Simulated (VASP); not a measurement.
Write the native input for VASP 6.6.1 that does the following.

* Task: electric field gradients
* Functional: PBE
* Potentials or basis: VASP PAW PBE potentials, release 64 (Mn_pv, Hg)
* Cutoff: 520 eV
* k mesh: 9 × 9 × 9
* Occupations: fermi-dirac, width 0.05 eV
* Spin: collinear spin, ferromagnetic start
* Starting moments: [4.0, 0.0] μB
* Dipole correction: no
* Further INCAR settings: ALGO = Normal; EDIFF = 1e-08; NBANDS = 24

The structure of MnHg lies in POSCAR:

```
MnHg
1.0
    3.3150000000      0.0000000000      0.0000000000
    0.0000000000      3.3150000000      0.0000000000
    0.0000000000      0.0000000000      3.3150000000
Mn Hg
1 1
Direct
    0.4700000000      0.4700000000      0.4700000000
    0.0300000000      0.0300000000      0.0300000000
```

One way to write it, as run:

INCAR

```
SYSTEM = MnHg
  PREC = Accurate
  ENCUT = 520
  EDIFF = 1E-8
  ISMEAR = -1
  SIGMA = 0.05
  LREAL = .FALSE.
  LASPH = .TRUE.
  NELM = 150
  ALGO = Normal
  ISIF = 2
  LWAVE = .FALSE.
  LCHARG = .FALSE.
  ISPIN = 2
  MAGMOM = 4 0
  LORBIT = 11
  LMAXMIX = 4
  GGA = PE
  LEFG = .TRUE.
  NBANDS = 24
```

KPOINTS

```
regular mesh
0
G
  9 9 9
  0 0 0
```

Potentials or basis: VASP PAW PBE potentials, release 64 (Mn_pv, Hg).

Launch:

```sh
$ cat potpaw_PBE.64/Mn_pv/POTCAR potpaw_PBE.64/Hg/POTCAR > POTCAR
$ mpirun -np 1 vasp_std > vasp.out
```

Results of the run:

* Pressure: 4.4 GPa
* Largest force: 1.512 eV/Å
* Net moment: 3.80 μB per cell
* Site moments: Mn +3.74; Hg -0.06 μB
* Largest electric field gradient by atom: Mn -4.2; Hg +19.1 V/Å²
* Valence electrons inside the program's atomic spheres: Mn 11.45; Hg 10.62

Caveat: the cell stands under pressure; without QUAD_EFG the Cq values of the log hold for a quadrupole moment of 1 mb, not for the nuclei; forces of over 1 eV/Å act on the atoms, so gaps and moduli don't describe the material at rest.

It took 3.2 min on 1 thread of Intel Xeon 8259CL, with other jobs on the host, peak memory 0.26 GiB.
